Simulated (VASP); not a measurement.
**BeS (rocksalt type): single point with PBE**

BeS (rocksalt type):

```
Be S
1.0
     0.00000    2.35241    2.35241
     2.35241    0.00000    2.35241
     2.35241    2.35241    0.00000
Be S
1 1
Direct
  0.00000 0.00000 0.00000
  0.50000 0.50000 0.50000
```

This cell differs from its parent crystal: volume scaled by 1.05.

```json
{"Program": "VASP 6.6.1", "Task": "single point", "Functional": "PBE", "Potentials or basis": "VASP PAW PBE potentials, release 64 (Be, S)", "Cutoff": "520 eV", "k mesh": "13 × 13 × 13", "Occupations": "fermi-dirac, width 0.08 eV", "Spin": "no spin polarisation", "Dipole correction": "no", "Further INCAR settings": "ALGO = Normal; EDIFF = 1e-07; NBANDS = 11"}
```

```json
{
  "Pressure": "-4.8 GPa",
  "Band gap on the k mesh": "0.99 eV, indirect (least direct gap 3.96 eV)"
}
```

Levels at points of the mesh, in eV from the valence-band top:
```csv
k point,band 2,band 3,band 4,band 5,band 6,band 7
"(0.00, 0.00, 0.00)",-0.29,-0.29,-0.29,4.78,8.88,8.88
```

It took 38 s on 1 thread of Intel(R) Xeon(R) Platinum 8259CL CPU @ 2.50GHz (Skylake/Cascade Lake), on a shared host, peak memory 0.16 GiB.

 A k mesh can miss the band edges.
